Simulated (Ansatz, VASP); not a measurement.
One calculation of TiNi, two programs

The input INCAR:

```
SYSTEM = TiNi
  PREC = Accurate
  ENCUT = 520
  EDIFF = 1E-7
  ISMEAR = 0
  SIGMA = 0.05
  LREAL = .False.
  LASPH = .True.
  NELM = 80
  ALGO = Normal
  ISIF = 2
  LWAVE = .False.
  LCHARG = .False.
  GGA = PS
  NBANDS = 18
```

Contents of KPOINTS:

```
Automatic mesh
0
Gamma
  14 14 14
  0 0 0
```

File POSCAR:

```
TiNi
1.0
    2.9880661300      0.0000000000      0.0000000000
    0.0000000000      2.9880661300      0.0000000000
    0.0000000000      0.0000000000      2.9880661300
Ti Ni
1 1
Direct
    0.5000000000      0.5000000000      0.5000000000
    0.0000000000      0.0000000000      0.0000000000
```

Input for Ansatz:

```yaml
crystal:
  lattice:
    - [2.98806613, 0.0, 0.0]
    - [0.0, 2.98806613, 0.0]
    - [0.0, 0.0, 2.98806613]
  atoms:
    - { symbol: Ti, position: [0.5, 0.5, 0.5] }
    - { symbol: Ni, position: [0.0, 0.0, 0.0] }
basis:
  ecutwfc: 420
kpoints:
  mp_grid: { grid: [14, 14, 14] }
hamiltonian:
  xc: pbesol
scf:
  occupations: { method: gaussian, width: 0.05 }
output:
  forces: true
  eigenvalues: true
  eigenstates:
    nscf_kmesh: { grid: [34, 34, 34] }
    top_band: c6
    de_dk: true
    localisation: true
  stress: true
checkpoint:
  write: ck
  compress: false
  write_wavefunctions: false
  write_every: 100000
```

Alike in both runs: task single point; functional PBEsol; k mesh 14 × 14 × 14; occupations gaussian, width 0.05 eV; no spin polarisation.

```csv
,VASP,Ansatz
version,VASP 6.6.1,Ansatz 0.2.0
potentials or method,"VASP PAW PBE potentials, release 64 (Ti_sv, Ni), cutoff 520 eV","scalar-relativistic, plane waves, PAW"
valence electrons in the cell,22,30
```

VASP gave:

```
pressure (GPa) : -3.1
```

Which values does Ansatz return?

Pressure (GPa): -3.0.

VASP's potentials were made for PBE, not for PBEsol. The functional is the same, so the differences come from potentials, cutoffs and numerics. VASP's potentials hold 22 valence electrons a cell and Ansatz's 30, so a difference there can come from the potentials and not from the codes.
